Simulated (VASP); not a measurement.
# ZnS (kpbe) (F-43m) in VASP: vibrations by perturbation theory with PBE

Aim: the vibrations by perturbation theory of ZnS (kpbe) with PBE.

Program: VASP 6.6.1. These are calculated values, not measurements. Logs are shortened: lines on timing, memory, paths and dates and some standing lists are left out, and cuts for length are marked.

### 1 The cell of the first run

The structure is cubic, space group F-43m (No. 216). Conventional cell: a = 5.444 Å, b = 5.444 Å, c = 5.444 Å, α = 90.00°, β = 90.00°, γ = 90.00°. Zn (site symmetry -43m) has 4 S at 2.36 Å within 3.1 Å. Within 3.1 Å of S (site symmetry -43m) lie 4 Zn at 2.36 Å.

### 2 Vibrations by perturbation theory, PBE

Contents of INCAR:

```
ALGO = Normal
EDIFF = 1E-8
ENCUT = 520
GGA = PE
IBRION = 8
ISIF = 2
ISMEAR = 0
LASPH = True
LCHARG = False
LEPSILON = True
LREAL = False
LWAVE = False
NELM = 80
NSW = 1
PREC = Accurate
SIGMA = 0.01
```

Contents of KPOINTS:

```
k-points
0
Gamma
  10 10 10
```

Contents of POSCAR:

```
ZnS
1.0
    0.0000000000      2.7218284503      2.7218284503
    2.7218284503      0.0000000000      2.7218284503
    2.7218284503      2.7218284503      0.0000000000
Zn S
1 1
Direct
    0.0000000000      0.0000000000      0.0000000000
    0.7500000000      0.7500000000      0.7500000000
```

Potentials or basis: VASP PAW PBE potentials, release 64 (Zn, S).

Launch:

```sh
> cat potpaw_PBE.64/Zn/POTCAR potpaw_PBE.64/S/POTCAR > POTCAR
> mpirun -np 1 vasp_std > vasp.out
```

OUTCAR:

```text
EDIFF = 1E-8
   ENCUT = 520
   GGA = PE
   IBRION = 8
   ISIF = 2
   ISMEAR = 0
   LASPH = True
   LEPSILON = True
   LREAL = False
   NELM = 80
   NSW = 1
   PREC = Accurate

 ion  position               nearest neighbor table
   1  0.000  0.000  0.000-   2 2.36   2 2.36   2 2.36   2 2.36
   2  0.750  0.750  0.750-   1 2.36   1 2.36   1 2.36   1 2.36

  LATTYP: Found a face centered cubic cell.
 ALAT       =     5.4436569006

  Lattice vectors:

 A1 = (   0.0000000000,   2.7218284503,   2.7218284503)
 A2 = (   2.7218284503,   0.0000000000,   2.7218284503)
 A3 = (   2.7218284503,   2.7218284503,   0.0000000000)

Analysis of symmetry for initial positions (statically):
=====================================================================
 Subroutine PRICEL returns:
 Original cell was already a primitive cell.

 Routine SETGRP: Setting up the symmetry group for a
 face centered cubic supercell.

 Subroutine GETGRP returns: Found 24 space group operations
 (whereof 24 operations were pure point group operations)
 out of a pool of 48 trial point group operations.

The static configuration has the point symmetry T_d .

Analysis of symmetry for dynamics (positions and initial velocities):
=====================================================================
 Subroutine PRICEL returns:
 Original cell was already a primitive cell.

 Routine SETGRP: Setting up the symmetry group for a
 face centered cubic supercell.

 Subroutine GETGRP returns: Found 24 space group operations
 (whereof 24 operations were pure point group operations)
 out of a pool of 48 trial point group operations.

The dynamic configuration has the point symmetry T_d .

 Subroutine INISYM returns: Found 24 space group operations
 (whereof 24 operations are pure point group operations),
 and found     1 'primitive' translations

----------------------------------------------------------------------------------------

                                     Primitive cell

  volume of cell :      40.3285

  direct lattice vectors                    reciprocal lattice vectors
     0.000000000  2.721828450  2.721828450    -0.183700042  0.183700042  0.183700042
     2.721828450  0.000000000  2.721828450     0.183700042 -0.183700042  0.183700042
     2.721828450  2.721828450  0.000000000     0.183700042  0.183700042 -0.183700042

  length of vectors
     3.849246709  3.849246709  3.849246709     0.318177806  0.318177806  0.318177806

  position of ions in fractional coordinates (direct lattice)
     0.000000000  0.000000000  0.000000000
     0.750000000  0.750000000  0.750000000

  ion indices of the primitive-cell ions
   primitive index   ion index
                 1           1
                 2           2

----------------------------------------------------------------------------------------

 KPOINTS: k-points

Automatic generation of k-mesh.
 Grid dimensions read from file:
 generate k-points for:   10   10   10

 Generating k-lattice:

  Cartesian coordinates                     Fractional coordinates (reciprocal lattice)
    -0.018370004  0.018370004  0.018370004     0.100000000  0.000000000  0.000000000
     0.018370004 -0.018370004  0.018370004     0.000000000  0.100000000  0.000000000
[... 533 lines left out ...]
  ---------------------------------------------------
  free energy    TOTEN  =        -0.59774011 eV

  energy without entropy =       -0.59774011

------------------------ aborting loop because EDIFF is reached ----------------------------------------

--------------------------------------- Ionic step        2  -------------------------------------------

------------------------ aborting loop because EDIFF is reached ----------------------------------------

--------------------------------------- Ionic step        3  -------------------------------------------

------------------------ aborting loop because EDIFF is reached ----------------------------------------

 PIEZOELECTRIC TENSOR FIELD DIRECTION 3  (e Angst)
 -----------------------------------------------------------------------------
    -0.00079  1.71738  0.00000           ( -0.00000 -0.01768  0.00000)
     1.71738 -0.00079  0.00000           ( -0.01768 -0.00000  0.00000)
     0.00000  0.00000 -0.00022           (  0.00000  0.00000 -0.00000)

 PIEZOELECTRIC TENSOR FIELD DIRECTION 3  (C/m^2)
 -----------------------------------------------------------------------------
    -0.00031  0.68229  0.00000
     0.68229 -0.00031  0.00000
     0.00000  0.00000 -0.00009

--------------------------------------- Ionic step        4  -------------------------------------------

------------------------ aborting loop because EDIFF is reached ----------------------------------------

[... ionic steps 5 to 6 ...]

--------------------------------------- Ionic step        7  -------------------------------------------

 Free energy of the ion-electron system (eV)
  ---------------------------------------------------
  ---------------------------------------------------
  free energy    TOTEN  =        -0.10585195 eV

  energy without entropy =       -0.10585195

------------------------ aborting loop because EDIFF is reached ----------------------------------------

 INTERNAL STRAIN TENSOR  FOR ION    2  DIRECTION 1   (eV/Angst):
 -----------------------------------------------------------------------------
    -0.01197  0.00000  0.00000
     0.00000  0.01242  4.78500
     0.00000  4.78500  0.01242

 MACROSCOPIC STATIC DIELECTRIC TENSOR (including local field effects in DFT)
 ------------------------------------------------------
           5.947391     0.000000     0.000000
          -0.000000     5.947391     0.000000
           0.000000    -0.000000     5.947391
 ------------------------------------------------------

 PIEZOELECTRIC TENSOR (including local field effects)  for field in x, y, z        (e  Angst)
          XX          YY          ZZ          XY          YZ          ZX
  --------------------------------------------------------------------------------
  x     0.00000     0.00000    -0.00000     0.00000     1.72787     0.00000
  y     0.00000     0.00000     0.00000     0.00000     0.00000     1.72787
  z     0.00000     0.00000    -0.00000     1.72787     0.00000     0.00000

 PIEZOELECTRIC TENSOR (including local field effects)  for field in x, y, z        (C/m^2)
          XX          YY          ZZ          XY          YZ          ZX
  --------------------------------------------------------------------------------
  x     0.00000     0.00000    -0.00000     0.00000     0.68645     0.00000
  y     0.00000     0.00000     0.00000     0.00000     0.00000     0.68645
  z     0.00000     0.00000    -0.00000     0.68645     0.00000     0.00000

 BORN EFFECTIVE CHARGES (including local field effects) (in |e|, cummulative output)
 ---------------------------------------------------------------------------------
 ion    1
    1     2.03679    -0.00000    -0.00000
    2    -0.00000     2.03679    -0.00000
    3    -0.00000     0.00000     2.03679
 ion    2
    1    -2.03679     0.00000     0.00000
    2     0.00000    -2.03679     0.00000
    3     0.00000    -0.00000    -2.03679

 INTERNAL STRAIN TENSOR FOR ION    2 for displacements in x,y,z  (eV/Angst):
          X           Y           Z          XY          YZ          ZX
  --------------------------------------------------------------------------------
  x    -0.00000     0.00000     0.00000     0.00000     4.78500     0.00000
  y     0.00000    -0.00000     0.00000     0.00000     0.00000     4.78500
  z     0.00000     0.00000    -0.00000     4.78500     0.00000     0.00000

 SECOND DERIVATIVES (NOT SYMMETRIZED)
 ------------------------------------
               1X          1Y          1Z          2X          2Y          2Z
  1X    -5.397922    0.000000    0.000000    5.397922    0.000000    0.000000
  1Y     0.000000   -5.397922    0.000000    0.000000    5.397922    0.000000
  1Z     0.000000    0.000000   -5.397922    0.000000    0.000000    5.397922
  2X     5.387624    0.000000    0.000000   -5.387624    0.000000    0.000000
  2Y     0.000000    5.387624    0.000000    0.000000   -5.387624    0.000000
  2Z     0.000000    0.000000    5.387624    0.000000    0.000000   -5.387624

 Eigenvectors and eigenvalues of the dynamical matrix
 ----------------------------------------------------

   1 f  =    7.825501 THz    49.169074 2PiTHz  261.030623 cm-1    32.363658 meV
             X         Y         Z           dx          dy          dz
      0.000000  0.000000  0.000000     0.000000    0.573979    0.000000
      4.082743  4.082743  4.082743     0.000000   -0.818870    0.000000
[... 21 lines left out ...]
   6 f/i=    0.003512 THz     0.022065 2PiTHz    0.117140 cm-1     0.014523 meV
             X         Y         Z           dx          dy          dz
      0.000000  0.000000  0.000000     0.000000    0.000000    0.818870
      4.082743  4.082743  4.082743     0.000000    0.000000    0.573979

--------------------------------------------------------------------------------------------------------

 MACROSCOPIC STATIC DIELECTRIC TENSOR IONIC CONTRIBUTION
 ------------------------------------------------------
           3.451703    -0.000000    -0.000000
          -0.000000     3.451703    -0.000000
          -0.000000    -0.000000     3.451703
 ------------------------------------------------------

 ELASTIC MODULI CONTR FROM IONIC RELAXATION (kBar)
 Direction    XX          YY          ZZ          XY          YZ          ZX
 --------------------------------------------------------------------------------
 XX          -0.0000      0.0000      0.0000     -0.0000      0.0000     -0.0000
 YY           0.0000     -0.0000     -0.0000     -0.0000     -0.0000      0.0000
 ZZ           0.0000     -0.0000     -0.0000      0.0000     -0.0000     -0.0000
 XY          -0.0000     -0.0000      0.0000   -168.6748      0.0000      0.0000
 YZ           0.0000     -0.0000     -0.0000      0.0000   -168.6748      0.0000
 ZX          -0.0000      0.0000     -0.0000      0.0000      0.0000   -168.6748
 --------------------------------------------------------------------------------

 PIEZOELECTRIC TENSOR IONIC CONTR  for field in x, y, z        (C/m^2)
          XX          YY          ZZ          XY          YZ          ZX
  --------------------------------------------------------------------------------
  x     0.00000    -0.00000    -0.00000     0.00000    -0.71798     0.00000
  y    -0.00000     0.00000    -0.00000     0.00000     0.00000    -0.71798
  z    -0.00000    -0.00000     0.00000    -0.71798     0.00000     0.00000
```

It took 7.7 min on 1 thread of Intel Xeon Platinum 8488C (Sapphire Rapids), shared host; peak memory 0.37 GiB.

Results:

| Property | Result |
| --- | --- |
| Electronic dielectric tensor (diagonal) | 5.95 |
| Born charges (mean of the diagonal) | Zn +2.04; S -2.04 e |
| Highest phonon frequency at Γ, LO-TO splitting left out | 261 cm⁻¹ |

Phonon frequencies in cm⁻¹ (negative: imaginary):
| q point | frequencies |
| --- | --- |
| (0.000, 0.000, 0.000) | 0 0 0 261 261 261 |

Electronic dielectric tensor:
```
5.95 0.00 0.00
0.00 5.95 0.00
0.00 0.00 5.95
```

Born effective charge tensors (e):
atom 1, Zn
```
2.04 0.00 0.00
0.00 2.04 0.00
0.00 0.00 2.04
```
atom 2, S
```
-2.04  0.00  0.00
 0.00 -2.04  0.00
 0.00  0.00 -2.04
```
